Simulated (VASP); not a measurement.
A run of VASP 6.6.1 is set up as follows.

INCAR

```
SYSTEM = Ag
PREC     = Accurate       ! precision mode
ENCUT    = 520            ! plane-wave cutoff, eV
EDIFF    = 1E-6           ! SCF threshold, eV
ISMEAR   = -1             ! smearing method
SIGMA    = 0.1            ! smearing width, eV
LREAL    = .FALSE.        ! projectors in reciprocal space
LASPH    = .TRUE.         ! aspherical terms in the spheres
NELM     = 80             ! most SCF steps
ALGO     = Normal         ! electronic algorithm
ISIF     = 2              ! what is computed and relaxed
LWAVE    = .FALSE.        ! write WAVECAR
LCHARG   = .FALSE.        ! write CHGCAR
GGA      = PE             ! functional
NBANDS   = 18             ! bands
```

File KPOINTS:

```
Automatic mesh
0
G
  14 14 8
  0 0 0
```

File POSCAR:

```
Ag
1.0
    2.9839331058      0.0000000000      0.0000000000
   -1.4919665529      2.5841618729      0.0000000000
    0.0000000000      0.0000000000      4.8320676826
Ag
2
Direct
    0.3333333333      0.6666666667      0.2500000000
    0.6666666667      0.3333333333      0.7500000000
```

Potentials or basis: VASP PAW PBE potentials, release 64 (Ag).

Run with:

```console
$ cat potpaw_PBE.64/Ag/POTCAR > POTCAR
$ mpirun -np 1 vasp_std > vasp.out
```

(1) Estimate the pressure.

(2) Predict the band gap on the k mesh.

Results:

(1) -3.3 GPa.

(2) zero (band 11 reaches 10.71 eV, above the bottom of band 12 at 3.93 eV).
